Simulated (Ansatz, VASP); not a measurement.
**One calculation of RbNa, two programs**

```xyz
6
Lattice="6.3251 0.0000 0.0000 -3.1625 5.4777 0.0000 0.0000 0.0000 5.1032" Properties=species:S:1:pos:R:3 pbc="T T T"
Rb    3.1625    0.0000    0.0000
Rb    1.5813    2.7388    0.0000
Rb   -1.5813    2.7388    0.0000
Na    0.0000    0.0000    0.0000
Na    0.0000    3.6518    2.5516
Na    3.1625    1.8259    2.5516
```

Alike in both runs: task relaxation of cell and atoms; functional PBE; k mesh 3 × 3 × 4; occupations gaussian, width 0.1 eV; no spin polarisation.

|  | VASP | Ansatz |
| --- | --- | --- |
| version | VASP 6.6.1 | Ansatz 0.2.0 |
| potentials or method | VASP PAW PBE potentials, release 64 (Rb_sv, Na_pv), cutoff 600 eV | scalar-relativistic, plane waves, PAW |
| valence electrons in the cell | 48 | 54 |

|  | VASP | Ansatz | Ansatz less VASP |
| --- | --- | --- | --- |
| gap on the k mesh at the Fermi level, each at its own relaxed structure (eV) | none | none | - |
| relaxed volume (Å³/atom) | 81.58 | 79.18 | -2.403 |
| relaxed cell length with the largest relative difference (Å) | 9.276 | 9.040 | -0.2361 |

A gap of «none» marks a metal or a gap that the smearing closes. VASP's potentials hold 48 valence electrons a cell and Ansatz's 54, so a difference there can come from the potentials and not from the codes.

The k mesh is coarse, so the values compare programs but aren't converged. Noted on VASP's run: the volume moved by over 15 % at a fixed basis, so the end points are rough.
